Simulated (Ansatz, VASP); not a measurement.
**One calculation of Al, two programs**

File INCAR:

```
SYSTEM = Al
PREC = Accurate
ENCUT = 520
EDIFF = 1E-7
ISMEAR = -1
SIGMA = 0.1
LREAL = .FALSE.
LASPH = .TRUE.
NELM = 100
ALGO = Normal
ISIF = 2
LWAVE = .FALSE.
LCHARG = .FALSE.
GGA = PS
NBANDS = 14
```

File KPOINTS:

```
Automatic mesh
0
G
  9 9 3
  0 0 0
```

File POSCAR:

```
Al
1.0
    2.8642796479      0.0000000000      0.0000000000
   -1.4321403305      2.4805394447      0.0000000000
    0.0000000000      0.0000000000      9.3068751914
Al
4
Direct
    0.0000000000      0.0000000000      0.0000000000
    0.3333333333      0.6666666667      0.2500000000
    0.0000000000      0.0000000000      0.5000000000
    0.6666666667      0.3333333333      0.7500000000
```

Input for Ansatz:

```yaml
crystal:
  lattice:
    - [2.8642796478737353, 0.0, 0.0]
    - [-1.4321403305165696, 2.48053944472042, 0.0]
    - [0.0, 0.0, 9.30687519137632]
  atoms:
    - { symbol: Al, position: [0.0, 0.0, 0.0] }
    - { symbol: Al, position: [0.3333333333333333, 0.6666666666666666, 0.25] }
    - { symbol: Al, position: [0.0, 0.0, 0.5] }
    - { symbol: Al, position: [0.6666666666666666, 0.3333333333333333, 0.75] }
basis:
  ecutwfc: 470.0
kpoints:
  mp_grid:
    grid: [9, 9, 3]
hamiltonian:
  xc: pbesol
  pseudopotentials:
    kind: paw
scf:
  occupations:
    method: fermi_dirac
output:
  stress: true
```

Alike in both runs: task single point; functional PBEsol; k mesh 9 × 9 × 3; no spin polarisation.

```csv
,VASP,Ansatz
version,VASP 6.6.1,Ansatz 0.2.0
potentials or method,"VASP PAW PBE potentials, release 64 (Al), cutoff 520 eV","plane waves, PAW"
occupations,"fermi-dirac, width 0.1 eV",fermi-dirac
valence electrons in the cell,12,12
```

```csv
,VASP,Ansatz,Ansatz less VASP
pressure (GPa),-1.5,-1.5,-0.06
"traceless stress, the component that is largest in VASP (GPa)",1.81,1.81,-0.003
```

VASP's potentials were made for PBE, not for PBEsol.
